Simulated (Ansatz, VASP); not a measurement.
**One calculation of SiPb, two programs**

```
Pb Si
1.0
     0.00000    2.82527    2.82527
     2.82527    0.00000    2.82527
     2.82527    2.82527    0.00000
Pb Si
1 1
Cartesian
  0.0000 0.0000 0.0000
  2.8253 2.8253 2.8253
```

Alike in both runs: task relaxation of cell and atoms; functional PBE; k mesh 13 × 13 × 13; occupations fermi-dirac, width 0.05 eV; no spin polarisation.

|  | VASP | Ansatz |
| --- | --- | --- |
| version | VASP 6.6.1 | Ansatz 0.2.0 |
| potentials or method | VASP PAW PBE potentials, release 64 (Pb_d, Si) | PAW with Ansatz's default frozen-core files, scalar-relativistic |
| plane-wave cutoff (eV) | 600 | 420 |
| valence electrons in the cell | 18 | 18 |

Ansatz gave:

| Property | Result |
| --- | --- |
| relaxed volume (Å³/atom) | 25.17 |
| relaxed cell length with the largest relative difference (Å) | 4.145 |

Task: Estimate VASP's values.

Result: Relaxed volume (Å³/atom): 25.15; relaxed cell length with the largest relative difference (Å): 4.144.

Spin-orbit coupling is off throughout.
